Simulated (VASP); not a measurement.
# ZrB2 in VASP: further runs

ZrB2 is run at these levels: PBE; tasks: single point.

Program: VASP 6.6.1. These are calculated values, not measurements. Logs are shortened: lines on timing, memory, paths and dates and some standing lists are left out, and cuts for length are marked.

**1. The cell of the first run**

It takes space group P6/mmm (No. 191, hexagonal). The conventional cell has a = 3.171 Å, b = 3.171 Å, c = 3.543 Å, α = 90.00°, β = 90.00°, γ = 120.00°. Within 3.4 Å of Zr (site symmetry 6/mmm) lie 12 B at 2.55 Å and 6 Zr at 3.17 Å. B (site symmetry -6m2) has 3 B at 1.83 Å within 2.4 Å.

**2. Single point, PBE**

Contents of INCAR:

```
PREC     = Accurate       # precision mode
ENCUT    = 520            # plane-wave cutoff, eV
EDIFF    = 1E-6           # SCF threshold, eV
ISMEAR   = -1             # smearing method
SIGMA    = 0.05           # smearing width, eV
LREAL    = F              # projectors in reciprocal space
LASPH    = T              # aspherical terms in the spheres
NELM     = 80             # most SCF steps
ALGO     = Normal         # electronic algorithm
ISIF     = 2              # what is computed and relaxed
LWAVE    = F              # write WAVECAR
LCHARG   = F              # write CHGCAR
GGA      = PE             # functional
NBANDS   = 16             # bands
```

Contents of KPOINTS:

```
regular mesh
0
Gamma
  12 12 9
```

Contents of POSCAR:

```
ZrB2
1.0
    3.1708055281      0.0000000000      0.0000000000
   -1.5854027641      2.7459981378      0.0000000000
    0.0000000000      0.0000000000      3.5433212332
Zr B
1 2
Direct
    0.0000000000      0.0000000000      0.0000000000
    0.3333333333      0.6666666667      0.5000000000
    0.6666666667      0.3333333333      0.5000000000
```

Potentials or basis: VASP PAW PBE potentials, release 64 (Zr_sv, B).

The run is started by

```sh
> cat potpaw_PBE.64/Zr_sv/POTCAR potpaw_PBE.64/B/POTCAR > POTCAR
> mpirun -np 1 vasp_std > vasp.out
```

OUTCAR:

```text
PREC = Accurate
   ENCUT = 520
   EDIFF = 1E-6
   ISMEAR = -1
   LREAL = F
   LASPH = T
   NELM = 80
   ISIF = 2
   GGA = PE

 ion  position               nearest neighbor table
   1  0.000  0.000  0.000-   2 2.55   3 2.55   2 2.55   3 2.55   3 2.55   3 2.55   2 2.55   2 2.55
                             3 2.55   3 2.55   2 2.55   2 2.55
   2  0.333  0.667  0.500-   3 1.83   3 1.83   3 1.83   1 2.55   1 2.55   1 2.55   1 2.55   1 2.55
                             1 2.55
   3  0.667  0.333  0.500-   2 1.83   2 1.83   2 1.83   1 2.55   1 2.55   1 2.55   1 2.55   1 2.55
                             1 2.55

  LATTYP: Found a hexagonal cell.
 ALAT       =     3.1708055281
 C/A-ratio  =     1.1174829871

  Lattice vectors:

 A1 = (   3.1708055281,   0.0000000000,   0.0000000000)
 A2 = (  -1.5854027641,   2.7459981378,   0.0000000000)
 A3 = (   0.0000000000,   0.0000000000,   3.5433212332)

Analysis of symmetry for initial positions (statically):
=====================================================================
 Subroutine PRICEL returns:
 Original cell was already a primitive cell.

 Routine SETGRP: Setting up the symmetry group for a
 hexagonal supercell.

 Subroutine GETGRP returns: Found 24 space group operations
 (whereof 24 operations were pure point group operations)
 out of a pool of 24 trial point group operations.

The static configuration has the point symmetry D_6h.

Analysis of symmetry for dynamics (positions and initial velocities):
=====================================================================
 Subroutine PRICEL returns:
 Original cell was already a primitive cell.

 Routine SETGRP: Setting up the symmetry group for a
 hexagonal supercell.

 Subroutine GETGRP returns: Found 24 space group operations
 (whereof 24 operations were pure point group operations)
 out of a pool of 24 trial point group operations.

The dynamic configuration has the point symmetry D_6h.

 Subroutine INISYM returns: Found 24 space group operations
 (whereof 24 operations are pure point group operations),
 and found     1 'primitive' translations

----------------------------------------------------------------------------------------

                                     Primitive cell

  volume of cell :      30.8518

  direct lattice vectors                    reciprocal lattice vectors
     3.170805528  0.000000000  0.000000000     0.315377273  0.182083153  0.000000000
    -1.585402764  2.745998138  0.000000000     0.000000000  0.364166307  0.000000000
     0.000000000  0.000000000  3.543321233     0.000000000  0.000000000  0.282221095

  length of vectors
     3.170805528  3.170805528  3.543321233     0.364166307  0.364166307  0.282221095

  position of ions in fractional coordinates (direct lattice)
     0.000000000  0.000000000  0.000000000
     0.333333333  0.666666667  0.500000000
     0.666666667  0.333333333  0.500000000

  ion indices of the primitive-cell ions
   primitive index   ion index
                 1           1
                 2           2
                 3           3

----------------------------------------------------------------------------------------

 KPOINTS: regular mesh

Automatic generation of k-mesh.
 Grid dimensions read from file:
 generate k-points for:   12   12    9

 Generating k-lattice:

  Cartesian coordinates                     Fractional coordinates (reciprocal lattice)
     0.026281439  0.015173596  0.000000000     0.083333333  0.000000000  0.000000000
     0.000000000  0.030347192  0.000000000     0.000000000  0.083333333  0.000000000
     0.000000000  0.000000000  0.031357899     0.000000000  0.000000000  0.111111111

  Length of vectors
     0.030347192  0.030347192  0.031357899

  Shift w.r.t. Gamma in fractional coordinates (k-lattice)
     0.000000000  0.000000000  0.000000000

 Subroutine IBZKPT returns following result:
 ===========================================

 Found     95 irreducible k-points:

 Following reciprocal coordinates:
            Coordinates               Weight
  0.000000  0.000000  0.000000      1.000000
  0.083333  0.000000  0.000000      6.000000
  0.166667  0.000000  0.000000      6.000000
  0.250000  0.000000  0.000000      6.000000
  0.333333 -0.000000  0.000000      6.000000
  0.416667  0.000000  0.000000      6.000000
[... 16 lines left out ...]
  0.250000  0.000000  0.111111     12.000000
  0.333333 -0.000000  0.111111     12.000000
 [... further k-points ...]
   k-points           NKPTS =     95   k-points in BZ     NKDIM =     95   number of bands    NBANDS=     16
   number of dos      NEDOS =    301   number of ions     NIONS =      3
   total plane-waves  NPLWV =  16128
   dimension x,y,z NGX =    24 NGY =   24 NGZ =   28
   dimension x,y,z NGXF=    48 NGYF=   48 NGZF=   56
   ions per type =               1   2
   NGX,Y,Z   is equivalent  to a cutoff of  12.58, 12.58, 13.14 a.u.
   NGXF,Y,Z  is equivalent  to a cutoff of  25.17, 25.17, 26.27 a.u.
 SYSTEM =  unknown system
   PREC   = accura    normal or accurate (medium, high low for compatibility)
   ISTART =      0    job   : 0-new  1-cont  2-samecut
   ICHARG =      2    charge: 1-file 2-atom 10-const
   ISPIN  =      1    spin polarized calculation?
   LNONCOLLINEAR =      F non collinear calculations
   LSORBIT =      F    spin-orbit coupling
   LASPH  =      T    aspherical Exc in radial PAW
   ENCUT  =  520.0 eV  38.22 Ry    6.18 a.u.   5.90  5.90  6.59*2*pi/ulx,y,z
   NELM   =     80;   NELMIN=  2; NELMDL= -5     # of ELM steps
   EDIFF  = 0.1E-05   stopping-criterion for ELM
   LREAL  =      F    real-space projection
   EDIFFG = 0.1E-04   stopping-criterion for IOM
   NSW    =      0    number of steps for IOM
   IBRION =     -1    ionic relax: 0-MD 1-quasi-New 2-CG
   NFREE  =      0    steps in history (QN), initial steepest desc. (CG)
   ISIF   =      2    stress and relaxation
   ISYM   =      2    0-nonsym 1-usesym 2-fastsym
   POTIM  = 0.5000    time-step for ionic-motion
   TEBEG  =    0.0;   TEEND  =   0.0 temperature during run
   PSTRESS=    0.0 pullay stress
   NELECT =      18.0000    total number of electrons
   NUPDOWN=      -1.0000    fix difference up-down
   EMIN   =  10.00;   EMAX   =-10.00  energy-range for DOS
   EFERMI =   0.00;   METHOD = LEGACY
   ISMEAR =    -1;   SIGMA  =   0.05  broadening in eV -4-tet -1-fermi 0-gaus
   EFERMI_NEDOS =   21; number of points for ismear=-14 and -15
   IALGO  =     38    algorithm
   IMIX   =      4    mixing-type and parameters
     AMIX     =   0.40;   BMIX     =  1.00
     AMIX_MAG =   1.60;   BMIX_MAG =  1.00
  volume/ion in A,a.u.               =      10.28        69.40
  Fermi-wavevector in a.u.,A,eV,Ry     =   1.367956  2.585062 25.460641  1.871304
  Thomas-Fermi vector in A             =   2.493963
   LORBIT       =      0    0 simple, 1 ext, 2 COOP (PROOUT), +10 PAW based schemes
   GGA     = PE    functional components
   LHFCALC =     F    Hartree Fock is set to
   AEXX    =    0.0000 exact exchange contribution
   IVDW    =     0    specifies the selected vdW correction
   LEPSILON=     F    determine dielectric tensor
   LRPA    =     F    only Hartree local field effects (RPA)
 non-spin polarized calculation
  energy-cutoff  :      520.00
  volume of cell :       30.85
 maximum number of plane-waves:       852
 NGX is ok and might be reduce to    24
   NGX = 11   NGY = 11   NGZ = 13

 number of electron      18.0000000 magnetization

 Free energy of the ion-electron system (eV)
  ---------------------------------------------------
  ext. energy  EPLUGINS =         0.00000000
  ---------------------------------------------------
  free energy    TOTEN  =       -24.98231390 eV

  energy without entropy =      -24.98035617  energy(sigma->0) =      -24.98133504

 E-fermi :  10.5679     XC(G=0): -12.4267

 val. band max:       10.5635070599   @ k =   0.1667   0.1667   0.1111
 cond. band min:      10.6356291793   @ k =   0.1667   0.1667   0.2222
 fundamental gap:      0.0721221194
 Fermi energy:        10.5678865119

 k-point     1 :       0.0000    0.0000    0.0000
  band No.  band energies     occupation
      1     -38.1618      2.00000
      2     -16.3485      2.00000
      3     -15.7940      2.00000
      4     -15.7940      2.00000
      5      -2.2287      2.00000
      6       7.8829      2.00000
[... 8 lines left out ...]
     15      15.6379      0.00000
     16      15.6379      0.00000

 k-point     2 :       0.0833    0.0000    0.0000
  band No.  band energies     occupation
      1     -38.1542      2.00000
      2     -16.3371      2.00000
      3     -15.8611      2.00000
      4     -15.8085      2.00000
      5      -2.0901      2.00000
      6       7.4738      2.00000
[... 8 lines left out ...]
     15      16.1605      0.00000
     16      16.5294      0.00000

 k-point     3 :       0.1667    0.0000    0.0000
  band No.  band energies     occupation
      1     -38.1332      2.00000
      2     -16.3058      2.00000
      3     -16.0404      2.00000
      4     -15.8480      2.00000
      5      -1.6899      2.00000
      6       6.5056      2.00000
[... 8 lines left out ...]
     15      17.2466      0.00000
     16      17.3964      0.00000

 k-point     4 :       0.2500    0.0000    0.0000
  band No.  band energies     occupation
      1     -38.1044      2.00000
      2     -16.2770      2.00000
      3     -16.2627      2.00000
      4     -15.9013      2.00000
      5      -1.0663      2.00000
      6       5.3311      2.00000
[... 8 lines left out ...]
     15      17.5959      0.00000
     16      19.2476      0.00000
[... 324 lines left out ...]
 k-point    22 :       0.1667    0.0000    0.1111
  band No.  band energies     occupation
      1     -38.1311      2.00000
      2     -16.3469      2.00000
      3     -16.0359      2.00000
      4     -15.8447      2.00000
      5      -1.5349      2.00000
      6       6.4798      2.00000
[... 8 lines left out ...]
     15      17.2788      0.00000
     16      17.9943      0.00000

 k-point    23 :       0.2500    0.0000    0.1111
  band No.  band energies     occupation
      1     -38.1023      2.00000
      2     -16.3050      2.00000
      3     -16.2680      2.00000
      4     -15.8977      2.00000
      5      -0.9413      2.00000
      6       5.2740      2.00000
[... 8 lines left out ...]
     15      17.7546      0.00000
     16      19.3678      0.00000

 k-point    24 :       0.3333   -0.0000    0.1111
  band No.  band energies     occupation
      1     -38.0733      2.00000
      2     -16.4988      2.00000
      3     -16.2553      2.00000
      4     -15.9500      2.00000
      5      -0.1773      2.00000
      6       4.0373      2.00000
[... 8 lines left out ...]
     15      18.1182      0.00000
     16      21.0099      0.00000

 [... further k-points ...]

------------------------ aborting loop because EDIFF is reached ----------------------------------------

  FORCE on cell =-STRESS in cart. coord.  units (eV):
  Direction    XX          YY          ZZ          XY          YZ          ZX
  --------------------------------------------------------------------------------------
  -------------------------------------------------------------------------------------
  Total        0.0161192      0.0161192      0.0275052     -0.0000000     -0.0000000      0.0000000
  in kB        0.8370917      0.8370917      1.4283837     -0.0000000     -0.0000000      0.0000000
  external PRESSURE =       1.0341890 kB  Pullay stress =       0.0000000 kB

 VOLUME and BASIS-vectors are now :
 -----------------------------------------------------------------------------
  energy-cutoff  :      520.00
  volume of cell :       30.85
      direct lattice vectors                 reciprocal lattice vectors
     3.170805528  0.000000000  0.000000000     0.315377273  0.182083153  0.000000000
    -1.585402764  2.745998138  0.000000000     0.000000000  0.364166307  0.000000000
     0.000000000  0.000000000  3.543321233     0.000000000  0.000000000  0.282221095

 POSITION                                       TOTAL-FORCE (eV/Angst)
 -----------------------------------------------------------------------------------
      0.00000      0.00000      0.00000         0.000000      0.000000      0.000000
     -0.00000      1.83067      1.77166         0.000000     -0.000000      0.000000
      1.58540      0.91533      1.77166        -0.000000      0.000000      0.000000
 -----------------------------------------------------------------------------------
    total drift:                               -0.000000      0.000000     -0.000000

  FREE ENERGIE OF THE ION-ELECTRON SYSTEM (eV)
  ---------------------------------------------------
  free  energy   TOTEN  =       -24.9823139003 eV

  energy  without entropy=      -24.9803561712  energy(sigma->0) =      -24.98133504
```

It took 18 s on 1 thread of Intel Xeon Platinum 8488C (Sapphire Rapids), shared host; peak memory 0.17 GiB.

Results:

| Property | Result |
| --- | --- |
| Free energy | -24.9823 eV |
| Pressure | 0.1 GPa |
| Band gap on the k mesh | zero (bands 9 and 10 overlap by 1.33 eV) |

**3. Single point, PBE**

Contents of INCAR:

```
PREC = Accurate ; ENCUT = 520
EDIFF = 1E-6 ; ISMEAR = -1
SIGMA = 0.05 ; LREAL = False
LASPH = True ; NELM = 60
ALGO = Normal ; ISIF = 2
LWAVE = False ; LCHARG = False
GGA = PE ; ISYM = 0
NBANDS = 16
```

Contents of KPOINTS:

```
Automatic mesh
0
Gamma
  12 12 9
  0.5 0.5 0.5
```

Contents of POSCAR:

```
ZrB2
1.0
    3.1716921848      0.0004085419      0.0000000000
   -1.5854922848      2.7469702759      0.0000000000
    0.0000000000      0.0000000000      3.5402657259
Zr B
1 2
Direct
    0.0000000000      0.0000000000      0.0000000000
    0.3332964690      0.6667035310      0.5000000000
    0.6667035310      0.3332964690      0.5000000000
```

Potentials or basis: VASP PAW PBE potentials, release 64 (Zr_sv, B).

The run is started by

```sh
> cat potpaw_PBE.64/Zr_sv/POTCAR potpaw_PBE.64/B/POTCAR > POTCAR
> mpirun -np 1 vasp_std > vasp.out
```

It took 1.8 min on 1 thread of Intel Xeon Platinum 8488C (Sapphire Rapids), shared host; peak memory 0.4 GiB.

The run converged. Its results:

```yaml
Free_energy: -24.9754 eV
Pressure: 0.2 GPa
Band_gap_on_the_k_mesh: zero (bands 9 and 10 overlap by 0.70 eV)
```

Levels at points of the mesh, in eV from the Fermi level:
```tsv
k point	band 6	band 7	band 8	band 9	band 10	band 11	band 12	band 13
(0.04, 0.04, 0.06)	-3.12	-2.97	-2.67	-2.00	2.80	3.04	3.69	3.90
```

The gap in the log of VASP goes by the Fermi energy; the results here count the filled bands.